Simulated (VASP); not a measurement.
Write the native input for VASP 6.6.1 that does the following.

- Task: single point
- Functional: LDA
- Potentials or basis: VASP PAW LDA potentials, release 64 (Ba_sv, Zr_sv, O)
- Cutoff: 520 eV
- k mesh: 6 × 6 × 6
- Occupations: gaussian, width 0.05 eV
- Spin: no spin polarisation
- Dipole correction: no
- Further INCAR settings: ALGO = Normal; EDIFF = 1e-06; NBANDS = 28

The structure of BaZrO3 lies in POSCAR:

```
BaZrO3
1.0
    3.6912343136      0.0000000000      0.0000000000
    0.0000000000      4.6036742562      0.0000000000
    0.0000000000      0.0000000000      4.1474542849
Ba Zr O
1 1 3
Direct
    0.5000000000      0.5000000000      0.5000000000
    0.0000000000      0.0000000000      0.0000000000
    0.5000000000      0.0000000000      0.0000000000
    0.0000000000      0.5000000000      0.0000000000
    0.0000000000      0.0000000000      0.5000000000
```

This cell differs from its parent crystal: normal strain along x -0.1100, normal strain along y +0.1100.

The input as run:

INCAR

```
SYSTEM = BaZrO3
PREC     = Accurate       ! precision mode
ENCUT    = 520            ! plane-wave cutoff, eV
EDIFF    = 1E-6           ! SCF threshold, eV
ISMEAR   = 0              ! smearing method
SIGMA    = 0.05           ! smearing width, eV
LREAL    = .FALSE.        ! projectors in reciprocal space
LASPH    = .TRUE.         ! aspherical terms in the spheres
NELM     = 80             ! most SCF steps
ALGO     = Normal         ! electronic algorithm
ISIF     = 2              ! what is computed and relaxed
LWAVE    = .FALSE.        ! write WAVECAR
LCHARG   = .FALSE.        ! write CHGCAR
GGA      = CA             ! functional
NBANDS   = 28             ! bands
```

KPOINTS

```
Automatic mesh
0
G
  6 6 6
  0 0 0
```

Potentials or basis: VASP PAW LDA potentials, release 64 (Ba_sv, Zr_sv, O).

Run with:

```bash
$ cat potpaw_LDA.64/Ba_sv/POTCAR potpaw_LDA.64/Zr_sv/POTCAR potpaw_LDA.64/O/POTCAR > POTCAR
$ mpirun -np 1 vasp_std > vasp.out
```

Results of the run:

```
Pressure               : 14.9 GPa
Band gap on the k mesh : 2.10 eV, direct
```

Caveat: the cell differs from its parent crystal (normal strain along x -0.1100, normal strain along y +0.1100); spin-orbit coupling is left out, which moves the levels of the heavy elements.

It took 43 s on 1 thread of Intel(R) Xeon(R) 6975P-C (Granite Rapids) (shared host), peak memory 0.24 GiB.
